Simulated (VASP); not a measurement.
# Ti12H in VASP: single point with PBE

Aim: the single point of Ti12H with PBE.

All numbers are computed with VASP 6.6.1; they aren't measurements. Logs are shortened: lines on timing, memory, paths and dates and some standing lists are left out, and cuts for length are marked.

## (1) The cell of the first run

The cell holds a slab with vacuum, 13 atoms: a = 5.876 Å, b = 4.650 Å, c = 21.284 Å, α = 90.00°, β = 90.00°, γ = 90.00°.

## (2) Single point, PBE

INCAR reads:

```
PREC     = Accurate       # precision mode
ENCUT    = 520            # plane-wave cutoff, eV
EDIFF    = 1E-6           # SCF threshold, eV
ISMEAR   = 0              # smearing method
SIGMA    = 0.1            # smearing width, eV
LREAL    = False          # projectors in reciprocal space
LASPH    = True           # aspherical terms in the spheres
NELM     = 60             # most SCF steps
ALGO     = Normal         # electronic algorithm
ISIF     = 2              # what is computed and relaxed
LWAVE    = False          # write WAVECAR
LCHARG   = False          # write CHGCAR
LDIPOL   = True         
IDIPOL   = 3            
DIPOL    = 0.5 0.5 0.339
GGA      = PE             # functional
NBANDS   = 84             # bands
```

KPOINTS reads:

```
regular mesh
0
Gamma
  5 6 1
```

POSCAR reads:

```
Ti12H
1.0
    5.8763264169      0.0000000000      0.0000000000
    0.0000000000      4.6504654180      0.0000000000
    0.0000000000      0.0000000000     21.2842241737
Ti H
12 1
Direct
    0.0000000000      0.7500000000      0.1879326194
    0.5000000000      0.7500000000      0.1879326194
    0.2500000000      0.2500000000      0.2277825407
    0.7500000000      0.2500000000      0.2277825407
    0.2500000000      0.7500000000      0.3074823835
    0.7500000000      0.7500000000      0.3074823835
    0.0000000000      0.2500000000      0.3461291986
    0.5000000000      0.2500000000      0.3461291986
    0.0000000000      0.7500000000      0.4220680061
    0.5000000000      0.7500000000      0.4220680061
    0.2500000000      0.2500000000      0.4596937193
    0.7500000000      0.2500000000      0.4596937193
    0.4166666667      0.5833333333      0.4991376383
```

Potentials or basis: VASP PAW PBE potentials, release 64 (Ti_sv, H).

The run is started by

```
$ cat potpaw_PBE.64/Ti_sv/POTCAR potpaw_PBE.64/H/POTCAR > POTCAR
$ mpirun -np 1 vasp_std > vasp.out
```

OUTCAR:

```text
PREC = Accurate
   ENCUT = 520
   EDIFF = 1E-6
   ISMEAR = 0
   LREAL = False
   LASPH = True
   NELM = 60
   ISIF = 2
   GGA = PE

 ion  position               nearest neighbor table
   1  0.000  0.750  0.188-   3 2.88   4 2.88   3 2.88   4 2.88
   2  0.500  0.750  0.188-   3 2.88   4 2.88   3 2.88   4 2.88
   3  0.250  0.250  0.228-   1 2.88   2 2.88   1 2.88   2 2.88   5 2.88   5 2.88   8 2.92   7 2.92

   4  0.750  0.250  0.228-   1 2.88   2 2.88   1 2.88   2 2.88   6 2.88   6 2.88   8 2.92   7 2.92

   5  0.250  0.750  0.307-   9 2.85  10 2.85   7 2.87   8 2.87   7 2.87   8 2.87   3 2.88   3 2.88

   6  0.750  0.750  0.307-   9 2.85  10 2.85   7 2.87   8 2.87   7 2.87   8 2.87   4 2.88   4 2.88

   7  0.000  0.250  0.346-  11 2.83  12 2.83   9 2.83   9 2.83   5 2.87   5 2.87   6 2.87   6 2.87
                             3 2.92   4 2.92
   8  0.500  0.250  0.346-  11 2.83  12 2.83  10 2.83  10 2.83   5 2.87   5 2.87   6 2.87   6 2.87
                             3 2.92   4 2.92
   9  0.000  0.750  0.422-   7 2.83   7 2.83   5 2.85   6 2.85  12 2.86  11 2.86  11 2.86  12 2.86

  10  0.500  0.750  0.422-  13 1.88   8 2.83   8 2.83   6 2.85   5 2.85  11 2.86  12 2.86  11 2.86
                            12 2.86
  11  0.250  0.250  0.460-   7 2.83   8 2.83   9 2.86  10 2.86   9 2.86  10 2.86
  12  0.750  0.250  0.460-   7 2.83   8 2.83   9 2.86  10 2.86   9 2.86  10 2.86
  13  0.417  0.583  0.499-  10 1.88

  LATTYP: Found a simple orthorhombic cell.
 ALAT       =     4.6504654180
 B/A-ratio  =     1.2635996376
 C/A-ratio  =     4.5767944196

  Lattice vectors:

 A1 = (   0.0000000000,  -4.6504654180,   0.0000000000)
 A2 = (   5.8763264169,   0.0000000000,   0.0000000000)
 A3 = (   0.0000000000,   0.0000000000,  21.2842241737)

Analysis of symmetry for initial positions (statically):
=====================================================================
 Subroutine PRICEL returns:
 Original cell was already a primitive cell.

 Routine SETGRP: Setting up the symmetry group for a
 simple orthorhombic supercell.

 Subroutine GETGRP returns: Found  1 space group operations
 (whereof  1 operations were pure point group operations)
 out of a pool of  8 trial point group operations.

The static configuration has the point symmetry C_1 .

Analysis of symmetry for dynamics (positions and initial velocities):
=====================================================================
 Subroutine PRICEL returns:
 Original cell was already a primitive cell.

 Routine SETGRP: Setting up the symmetry group for a
 simple orthorhombic supercell.

[... 140 lines left out ...]
  Thomas-Fermi vector in A             =   2.164425
   LORBIT       =      0    0 simple, 1 ext, 2 COOP (PROOUT), +10 PAW based schemes
   GGA     = PE    functional components
   LHFCALC =     F    Hartree Fock is set to
   AEXX    =    0.0000 exact exchange contribution
   IVDW    =     0    specifies the selected vdW correction
   LEPSILON=     F    determine dielectric tensor
   LRPA    =     F    only Hartree local field effects (RPA)
 non-spin polarized calculation
 Gauss-broadening in eV      SIGMA  =   0.10
  energy-cutoff  :      520.00
  volume of cell :      581.65
 maximum number of plane-waves:     15708
 NGX is ok and might be reduce to    48
   NGX = 21   NGY = 17   NGZ = 79

 dipolmoment           0.000000      0.000000     -0.009720 electrons x Angstroem

 number of electron     145.0000022 magnetization

 dipolmoment           0.000000      0.000000      0.005293 electrons x Angstroem

 Free energy of the ion-electron system (eV)
  ---------------------------------------------------
  ext. energy  EPLUGINS =         0.00000000
  ---------------------------------------------------
  free energy    TOTEN  =       -91.19782052 eV

  energy without entropy =      -91.09158130  energy(sigma->0) =      -91.14470091

 E-fermi :   0.7127     XC(G=0):  -5.1001

 val. band max:        0.7032350792   @ k =  -0.2000   0.1667   0.0000
 cond. band min:       0.7147888528   @ k =  -0.4000   0.3333   0.0000
 fundamental gap:      0.0115537736
 Fermi energy:         0.7126756874

 k-point     1 :       0.0000    0.0000    0.0000
  band No.  band energies     occupation
      1     -56.3439      2.00000
      2     -56.2998      2.00000
      3     -56.2963      2.00000
      4     -56.2224      2.00000
      5     -56.1170      2.00000
      6     -56.0587      2.00000
[... 1381 lines left out ...]
     83       1.1630      0.00000
     84       1.1669      0.00000

------------------------ aborting loop because EDIFF is reached ----------------------------------------

 vacuum level on the upper side and lower side of the slab       (xc-potential included)        -0.136        -0.186

  FORCE on cell =-STRESS in cart. coord.  units (eV):
  Direction    XX          YY          ZZ          XY          YZ          ZX
  --------------------------------------------------------------------------------------
  -------------------------------------------------------------------------------------
  Total       -5.6081880     -5.2470697     -1.6278787      0.2135734     -0.6056725      0.3027162
  in kB      -15.4480260    -14.4533081     -4.4840710      0.5882982     -1.6683544      0.8338464
  external PRESSURE =     -11.4618017 kB  Pullay stress =       0.0000000 kB

 VOLUME and BASIS-vectors are now :
 -----------------------------------------------------------------------------
  energy-cutoff  :      520.00
  volume of cell :      581.65
      direct lattice vectors                 reciprocal lattice vectors
     5.876326417  0.000000000  0.000000000     0.170174345  0.000000000  0.000000000
     0.000000000  4.650465418  0.000000000     0.000000000  0.215032241  0.000000000
     0.000000000  0.000000000 21.284224174     0.000000000  0.000000000  0.046983155

 POSITION                                       TOTAL-FORCE (eV/Angst)
 -----------------------------------------------------------------------------------
      0.00000      3.48785      4.00000        -0.012054     -0.009990      0.332185
      2.93816      3.48785      4.00000         0.001168      0.015115      0.321852
      1.46908      1.16262      4.84817         0.022914     -0.004215      0.055499
      4.40724      1.16262      4.84817        -0.019594     -0.001908      0.063099
      1.46908      3.48785      6.54452        -0.071366      0.050801     -0.404095
      4.40724      3.48785      6.54452         0.078394      0.021877     -0.505589
      0.00000      1.16262      7.36709        -0.015520     -0.131078      0.091365
      2.93816      1.16262      7.36709        -0.070785      0.033629     -0.106715
      0.00000      3.48785      8.98339        -0.043043     -0.017742     -0.137411
      2.93816      3.48785      8.98339         0.042857      0.133746      0.345536
      1.46908      1.16262      9.78422         0.145474      0.336647     -0.066641
      4.40724      1.16262      9.78422        -0.142006      0.184574      0.006573
      2.44847      2.71277     10.62376         0.083561     -0.611456      0.004342
 -----------------------------------------------------------------------------------
    total drift:                                0.000034      0.000090      0.000200

  FREE ENERGIE OF THE ION-ELECTRON SYSTEM (eV)
  ---------------------------------------------------
  free  energy   TOTEN  =       -91.1978205212 eV

  energy  without entropy=      -91.0915813018  energy(sigma->0) =      -91.14470091

 vacuum level on the upper side and lower side of the slab         4.358         4.303
```

Run time: 41 min. Hardware: 1 thread of Intel Xeon Platinum 8488C (Sapphire Rapids), shared host; peak memory 0.91 GiB.

What came out:

```
Free energy            : -91.1978 eV
Largest force          : 0.617 eV/Å
Band gap on the k mesh : zero (an odd number of electrons rules out a gap without spin polarisation)
```

Forces in eV/Å, atoms in the order of the input:
```
Ti  -0.012 -0.010  0.332
Ti   0.001  0.015  0.322
Ti   0.023 -0.004  0.055
Ti  -0.020 -0.002  0.063
Ti  -0.071  0.051 -0.404
Ti   0.078  0.022 -0.506
Ti  -0.016 -0.131  0.091
Ti  -0.071  0.034 -0.107
Ti  -0.043 -0.018 -0.137
Ti   0.043  0.134  0.346
Ti   0.145  0.337 -0.067
Ti  -0.142  0.185  0.007
H    0.084 -0.611  0.004
```
